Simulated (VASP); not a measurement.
# C (P6_3/mmc) in VASP: further runs

C is run at these levels: PBE; tasks: single point.

All numbers are computed with VASP 6.6.1; they aren't measurements. Logs are shortened: lines on timing, memory, paths and dates and some standing lists are left out, and cuts for length are marked.

### Step 1. The cell of the first run

It takes space group P6_3/mmc (No. 194, hexagonal). The conventional cell has a = 2.467 Å, b = 2.467 Å, c = 8.495 Å, α = 90.00°, β = 90.00°, γ = 120.00°. Within 1.9 Å of C (site symmetry -6m2) lie 3 C at 1.42 Å. Within 1.9 Å of C (site symmetry -6m2) lie 3 C at 1.42 Å.

### Step 2. Single point, PBE

File INCAR:

```
PREC = Accurate
ENCUT = 600
EDIFF = 1E-6
ISMEAR = -1
SIGMA = 0.1
LREAL = F
LASPH = T
NELM = 120
ALGO = Normal
ISIF = 2
LWAVE = F
LCHARG = T
GGA = PE
LELF = T
LVHAR = T
NBANDS = 16
GGA_COMPAT = F
```

File KPOINTS:

```
regular mesh
0
Gamma
  15 15 5
```

File POSCAR:

```
C
1.0
    2.4665682607      0.0000000000      0.0000000000
   -1.2332841303      2.1361107739      0.0000000000
    0.0000000000      0.0000000000      8.4948739003
C
4
Direct
    0.0000000000      0.0000000000      0.2500000000
    0.0000000000      0.0000000000      0.7500000000
    0.3333333333      0.6666666667      0.2500000000
    0.6666666667      0.3333333333      0.7500000000
```

Potentials or basis: VASP PAW PBE potentials, release 64 (C).

Launch:

```
cat potpaw_PBE.64/C/POTCAR > POTCAR
mpirun -np 1 vasp_std > vasp.out
```

OUTCAR:

```text
PREC = Accurate
   ENCUT = 600
   EDIFF = 1E-6
   ISMEAR = -1
   LREAL = F
   LASPH = T
   NELM = 120
   ISIF = 2
   GGA = PE

 ion  position               nearest neighbor table
   1  0.000  0.000  0.250-   3 1.42   3 1.42   3 1.42
   2  0.000  0.000  0.750-   4 1.42   4 1.42   4 1.42
   3  0.333  0.667  0.250-   1 1.42   1 1.42   1 1.42
   4  0.667  0.333  0.750-   2 1.42   2 1.42   2 1.42

  LATTYP: Found a hexagonal cell.
 ALAT       =     2.4665682607
 C/A-ratio  =     3.4440051936

  Lattice vectors:

 A1 = (   2.4665682607,   0.0000000000,   0.0000000000)
 A2 = (  -1.2332841303,   2.1361107739,   0.0000000000)
 A3 = (   0.0000000000,   0.0000000000,   8.4948739003)

Analysis of symmetry for initial positions (statically):
=====================================================================
 Subroutine PRICEL returns:
 Original cell was already a primitive cell.

 Routine SETGRP: Setting up the symmetry group for a
 hexagonal supercell.

 Subroutine GETGRP returns: Found 24 space group operations
 (whereof 12 operations were pure point group operations)
 out of a pool of 24 trial point group operations.

The static configuration has the point symmetry D_3d.
 The point group associated with its full space group is D_6h.

Analysis of symmetry for dynamics (positions and initial velocities):
=====================================================================
 Subroutine PRICEL returns:
 Original cell was already a primitive cell.

 Routine SETGRP: Setting up the symmetry group for a
 hexagonal supercell.

 Subroutine GETGRP returns: Found 24 space group operations
 (whereof 12 operations were pure point group operations)
 out of a pool of 24 trial point group operations.

The dynamic configuration has the point symmetry D_3d.
 The point group associated with its full space group is D_6h.

 Subroutine INISYM returns: Found 24 space group operations
 (whereof 12 operations are pure point group operations),
 and found     1 'primitive' translations

----------------------------------------------------------------------------------------

                                     Primitive cell

  volume of cell :      44.7583

  direct lattice vectors                    reciprocal lattice vectors
     2.466568261  0.000000000  0.000000000     0.405421579  0.234070258  0.000000000
    -1.233284130  2.136110774  0.000000000     0.000000000  0.468140516  0.000000000
     0.000000000  0.000000000  8.494873900     0.000000000  0.000000000  0.117718051

[... 90 lines left out ...]
   NSW    =      0    number of steps for IOM
   IBRION =     -1    ionic relax: 0-MD 1-quasi-New 2-CG
   NFREE  =      0    steps in history (QN), initial steepest desc. (CG)
   ISIF   =      2    stress and relaxation
   ISYM   =      2    0-nonsym 1-usesym 2-fastsym
   POTIM  = 0.5000    time-step for ionic-motion
   TEBEG  =    0.0;   TEEND  =   0.0 temperature during run
   PSTRESS=    0.0 pullay stress
   NELECT =      16.0000    total number of electrons
   NUPDOWN=      -1.0000    fix difference up-down
   EMIN   =  10.00;   EMAX   =-10.00  energy-range for DOS
   EFERMI =   0.00;   METHOD = LEGACY
   ISMEAR =    -1;   SIGMA  =   0.10  broadening in eV -4-tet -1-fermi 0-gaus
   EFERMI_NEDOS =   21; number of points for ismear=-14 and -15
   IALGO  =     38    algorithm
   IMIX   =      4    mixing-type and parameters
     AMIX     =   0.40;   BMIX     =  1.00
     AMIX_MAG =   1.60;   BMIX_MAG =  1.00
  volume/ion in A,a.u.               =      11.19        75.51
  Fermi-wavevector in a.u.,A,eV,Ry     =   1.161868  2.195613 18.367019  1.349938
  Thomas-Fermi vector in A             =   2.298436
   LORBIT       =      0    0 simple, 1 ext, 2 COOP (PROOUT), +10 PAW based schemes
   GGA     = PE    functional components
   LHFCALC =     F    Hartree Fock is set to
   AEXX    =    0.0000 exact exchange contribution
   IVDW    =     0    specifies the selected vdW correction
   LEPSILON=     F    determine dielectric tensor
   LRPA    =     F    only Hartree local field effects (RPA)
 non-spin polarized calculation
  energy-cutoff  :      600.00
  volume of cell :       44.76
 maximum number of plane-waves:      1536
 NGX is ok and might be reduce to    20
   NGX =  9   NGY =  9   NGZ = 33

 number of electron      16.0000000 magnetization

 Free energy of the ion-electron system (eV)
  ---------------------------------------------------
  ext. energy  EPLUGINS =         0.00000000
  ---------------------------------------------------
  free energy    TOTEN  =       -36.91408437 eV

  energy without entropy =      -36.90949065  energy(sigma->0) =      -36.91178751

 E-fermi :   2.8177     XC(G=0):  -8.7449

 val. band max:        2.8171666166   @ k =   0.3333   0.3333   0.2000
 cond. band min:       2.8179200847   @ k =   0.3333   0.3333   0.4000
 fundamental gap:      0.0007534681
 Fermi energy:         2.8176839454

 k-point     1 :       0.0000    0.0000    0.0000
  band No.  band energies     occupation
      1     -16.7152      2.00000
      2     -16.6780      2.00000
      3      -5.0345      2.00000
      4      -4.5398      2.00000
      5      -0.2269      2.00000
      6      -0.2269      2.00000
[... 433 lines left out ...]
      3      -9.8656      2.00000
      4      -9.8578      2.00000
      5      -6.0285      2.00000
      6      -6.0186      2.00000
[... 8 lines left out ...]
     15      14.3327      0.00000
     16      14.5899      0.00000

 [... further k-points ...]

------------------------ aborting loop because EDIFF is reached ----------------------------------------

  FORCE on cell =-STRESS in cart. coord.  units (eV):
  Direction    XX          YY          ZZ          XY          YZ          ZX
  --------------------------------------------------------------------------------------
  -------------------------------------------------------------------------------------
  Total        0.0381109      0.0381109     -0.0569560      0.0000000     -0.0000000      0.0000000
  in kB        1.3642239      1.3642239     -2.0388083      0.0000000     -0.0000000      0.0000000
  external PRESSURE =       0.2298798 kB  Pullay stress =       0.0000000 kB

 VOLUME and BASIS-vectors are now :
 -----------------------------------------------------------------------------
  energy-cutoff  :      600.00
  volume of cell :       44.76
      direct lattice vectors                 reciprocal lattice vectors
     2.466568261  0.000000000  0.000000000     0.405421579  0.234070258  0.000000000
    -1.233284130  2.136110774  0.000000000     0.000000000  0.468140516  0.000000000
     0.000000000  0.000000000  8.494873900     0.000000000  0.000000000  0.117718051

 POSITION                                       TOTAL-FORCE (eV/Angst)
 -----------------------------------------------------------------------------------
      0.00000      0.00000      2.12372         0.000000      0.000000     -0.000000
      0.00000      0.00000      6.37116        -0.000000     -0.000000     -0.000000
     -0.00000      1.42407      2.12372        -0.000000      0.000000      0.000000
      1.23328      0.71204      6.37116         0.000000     -0.000000     -0.000000
 -----------------------------------------------------------------------------------
    total drift:                                0.000000      0.000000      0.000000

  FREE ENERGIE OF THE ION-ELECTRON SYSTEM (eV)
  ---------------------------------------------------
  free  energy   TOTEN  =       -36.9140843711 eV

  energy  without entropy=      -36.9094906532  energy(sigma->0) =      -36.91178751
```

OSZICAR:

```text
N       E                     dE             d eps       ncg     rms          rms(c)
DAV:   1     0.480204656861E+02    0.48020E+02   -0.81454E+03  2592   0.100E+03
DAV:   2    -0.355489301857E+02   -0.83569E+02   -0.75546E+02  3584   0.200E+02
DAV:   3    -0.393618575120E+02   -0.38129E+01   -0.37856E+01  3536   0.406E+01
DAV:   4    -0.394026113956E+02   -0.40754E-01   -0.40738E-01  3232   0.503E+00
DAV:   5    -0.394033519001E+02   -0.74050E-03   -0.74038E-03  3456   0.647E-01    0.888E+00
DAV:   6    -0.375457604226E+02    0.18576E+01   -0.13577E+00  3040   0.690E+00    0.520E+00
DAV:   7    -0.369014065128E+02    0.64435E+00   -0.17262E+00  3208   0.785E+00    0.142E+00
DAV:   8    -0.369142182658E+02   -0.12812E-01   -0.64779E-02  3072   0.148E+00    0.200E-01
DAV:   9    -0.369137249548E+02    0.49331E-03   -0.11825E-03  3496   0.232E-01    0.109E-01
DAV:  10    -0.369140810845E+02   -0.35613E-03   -0.10397E-03  2856   0.202E-01    0.589E-02
DAV:  11    -0.369140820447E+02   -0.96018E-06   -0.18479E-05  3480   0.286E-02    0.112E-02
DAV:  12    -0.369140841958E+02   -0.21511E-05   -0.21431E-06  3000   0.133E-02    0.351E-03
DAV:  13    -0.369140843711E+02   -0.17536E-06   -0.38476E-07  2632   0.432E-03
   1 F= -.36914084E+02 E0= -.36911788E+02  d E =-.459372E-02
```

stdout:

```text
POSCAR found type information on POSCAR C
 POSCAR found :  1 types and       4 ions
 scaLAPACK will be used
 LDA part: xc-table for (Slater+PW92), standard interpolation
 POSCAR, INCAR and KPOINTS ok, starting setup
 FFT: planning ... GRIDC
 FFT: planning ... GRID_SOFT
 FFT: planning ... GRID
 WAVECAR not read
 entering main loop
```

Run time: 24 s. Hardware: 1 thread of Intel Xeon 6975P-C (Granite Rapids), shared host; peak memory 0.19 GiB.

What came out:

- Free energy: -36.9141 eV
- Pressure: 0.0 GPa
- Band gap on the k mesh: zero (filled and empty bands touch)

Caveat: this functional lacks dispersion, which binds the layers, so the pressure and a relaxed spacing across them are unreliable.

### Step 3. Single point, PBE

File INCAR:

```
SYSTEM = C
PREC = Accurate
ENCUT = 600
EDIFF = 1E-6
ISMEAR = -1
SIGMA = 0.1
LREAL = .FALSE.
LASPH = .TRUE.
NELM = 120
ALGO = Normal
ISIF = 2
LWAVE = .FALSE.
LCHARG = .FALSE.
GGA = PE
NBANDS = 16
GGA_COMPAT = .FALSE.
```

File KPOINTS:

```
regular mesh
0
G
  15 15 5
  0 0 0
```

Edit POSCAR of step 2 so:

```diff
@@ -3,3 +3,3 @@
     2.4665682607      0.0000000000      0.0000000000
-   -1.2332841303      2.1361107739      0.0000000000
+   -1.2332841304      2.1361107739      0.0000000000
     0.0000000000      0.0000000000      8.4948739003
```

Potentials or basis: VASP PAW PBE potentials, release 64 (C).

Launch:

```
cat potpaw_PBE.64/C/POTCAR > POTCAR
mpirun -np 1 vasp_std > vasp.out
```

Wall time 24 s (1 thread of Intel Xeon 6975P-C (Granite Rapids), shared host); peak memory 0.19 GiB.

The run converged. Its results:

```yaml
Free_energy: -36.9141 eV
Pressure: 0.0 GPa
Band_gap_on_the_k_mesh: zero (filled and empty bands touch)
```

Stress tensor (GPa, compression positive):
```
 0.14  0.00  0.00
 0.00  0.14  0.00
 0.00  0.00 -0.20
```

Levels at points of the mesh, in eV from the Fermi level:
```csv
k point,band 4,band 5,band 6,band 7,band 8,band 9,band 10,band 11,band 12,band 13
"(0.00, 0.00, 0.00)",-7.36,-3.04,-3.04,-3.04,-3.04,3.10,6.44,8.30,8.30,8.31
```

Caveat: this functional lacks dispersion, which binds the layers, so the pressure and a relaxed spacing across them are unreliable.
